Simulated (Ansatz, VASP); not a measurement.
# Two plane-wave programs on TePb

The input INCAR:

```
SYSTEM = TePb
  PREC = Accurate
  ENCUT = 520
  EDIFF = 1E-6
  ISMEAR = -1
  SIGMA = 0.05
  LREAL = .FALSE.
  LASPH = .TRUE.
  NELM = 100
  ALGO = Normal
  ISIF = 2
  LWAVE = .FALSE.
  LCHARG = .TRUE.
  GGA = B5
  ALDAX = 1.0
  AGGAX = 1.0
  AGGAC = 1.0
  ALDAC = 0.0
  LELF = .TRUE.
  LVHAR = .TRUE.
  NBANDS = 17
```

Contents of KPOINTS:

```
Automatic mesh
0
G
  7 7 7
  0 0 0
```

The input POSCAR:

```
TePb
1.0
    4.0022870000      0.0000000000      0.0000000000
    0.0000000000      4.0022870000      0.0000000000
    0.0000000000      0.0000000000      4.0022870000
Pb Te
1 1
Direct
    0.0000000000      0.0000000000      0.0000000000
    0.5000000000      0.5000000000      0.5000000000
```

File input.yaml:

```yaml
crystal:
  lattice:
    - [4.002287, 0.0, 0.0]
    - [0.0, 4.002287, 0.0]
    - [0.0, 0.0, 4.002287]
  atoms:
    - { symbol: Pb, position: [0.0, 0.0, 0.0] }
    - { symbol: Te, position: [0.5, 0.5, 0.5] }
hamiltonian:
  xc: blyp
  pseudopotentials: { kind: paw }
kpoints:
  mp_grid: { grid: [7, 7, 7] }
  band_path:
    path:
      - [[0.0, 0.0, 0.0], [0.0, 0.5, 0.0], [0.5, 0.5, 0.0], [0.0, 0.0, 0.0], [0.5, 0.5, 0.5], [0.0, 0.5, 0.0]]
      - [[0.5, 0.5, 0.0], [0.5, 0.5, 0.5]]
    npoints: 14
scf:
  occupations: { method: fermi_dirac, width: 0.05 }
  n_extra_bands: 6
output:
  forces: true
  stress: true
  eigenvalues: true
  fatbands: false
```

Alike in both runs: functional BLYP; k mesh 7 × 7 × 7; occupations fermi-dirac, width 0.05 eV; no spin polarisation.

```csv
,VASP,Ansatz
version,VASP 6.6.1,Ansatz 0.2.0
potentials or method,"VASP PAW PBE potentials, release 64 (Pb_d, Te)",Ansatz PAW
plane-wave cutoff (eV),520,420
valence electrons in the cell,20,30
task,single point,band structure
```

|  | VASP | Ansatz | Ansatz less VASP |
| --- | --- | --- | --- |
| gap on the k mesh at the Fermi level (eV) | none | none | - |
| pressure (GPa) | 3.8 | 3.7 | -0.10 |

VASP's potentials were made for PBE, not for BLYP. A gap of «none» marks a metal or a gap that the smearing closes. The functional is the same, so the differences come from potentials, cutoffs and numerics. VASP's potentials hold 20 valence electrons a cell and Ansatz's 30, so a difference there can come from the potentials and not from the codes.

Neither program's run includes spin-orbit coupling.
